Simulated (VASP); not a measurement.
**F: single point with RPBE**

F:

```
CELL_PARAMETERS angstrom
3.17780 -1.86968 -0.01106
3.17780 1.86968 -0.01106
-1.80207 0.00000 7.72850
ATOMIC_POSITIONS crystal
F 0.05937 0.49238 0.09082
F 0.50762 0.94063 0.40918
F 0.94063 0.50762 0.90918
F 0.49238 0.05937 0.59082
```

- Program: VASP 6.6.1
- Task: single point
- Functional: RPBE
- Potentials or basis: VASP PAW PBE potentials, release 64 (F)
- Cutoff: 520 eV
- k mesh: 6 × 6 × 3
- Occupations: fermi-dirac, width 0.05 eV
- Spin: no spin polarisation
- Dipole correction: no
- Further INCAR settings: ALGO = Normal; EDIFF = 1e-07; NBANDS = 22

```json
{"Pressure": "0.2 GPa", "Largest force": "0.334 eV/Å", "Band gap on the k mesh": "2.98 eV, indirect (the least direct gap lies 2.9 meV higher)"}
```

Forces on the atoms (eV/Å):
```
F    0.000 -0.061  0.329
F    0.000 -0.061 -0.329
F    0.000  0.061 -0.329
F    0.000  0.061  0.329
```

Stress tensor (GPa, compression positive):
```
-0.35  0.00  0.00
 0.00 -0.29  0.00
 0.00  0.00  1.28
```

Levels at points of the mesh, in eV from the valence-band top:
```
           k point  band 12  band 13  band 14  band 15  band 16  band 17
(0.00, 0.00, 0.00)    -0.07    -0.01     0.00     2.98     3.64     8.22
(0.50, 0.00, 0.00)    -0.23    -0.08    -0.08     3.39     3.39    11.84
(0.50, 0.50, 0.00)    -0.18    -0.16    -0.01     3.26     3.52    11.84
```

Wall time 41 s on 1 thread of Intel(R) Xeon(R) Platinum 8488C (Sapphire Rapids), on a shared host, peak memory 0.21 GiB.

Caveat: the PAW data sets were made with another functional, which shifts forces and pressure a little. A k mesh can miss the band edges.
